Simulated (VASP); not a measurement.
Runs of VASP 6.6.1 on Re. The structure is that of space group Pm-3n (No. 223), or close to it. The cells are those of the table. 

```csv
task,cell,k mesh,cutoff (eV),gap on the mesh (eV),pressure (GPa),relaxed volume (Å³/atom)
single point,"a = 4.913 Å, 8 atoms",4 × 4 × 4,520,none,-0.7,-
single point,"a = 4.907 Å, 8 atoms",8 × 8 × 8,520,none,-0.3,-
relaxation of cell and atoms,"relaxed from a = 4.913 Å, 8 atoms",8 × 8 × 8,600,none,0.0,(a)
relaxation of cell and atoms,"relaxed from a = 4.934 Å, 8 atoms",4 × 4 × 4,600,none,-0.1,14.80
```

Alike in all rows: level PBEsol; potentials or basis VASP PAW PBE potentials, release 64 (Re); no spin polarisation; smearing gaussian 0.1 eV.

Q: Estimate the missing entries.

A: (a) 14.76.

Caveats: the PAW data sets were made with another functional, which shifts forces and pressure a little; spin-orbit coupling is left out, which moves the levels of the heavy elements.

A k mesh can miss the band edges, and the runs leave out spin-orbit coupling on Re.

A gap of «none» marks levels without a gap at the run's occupations.
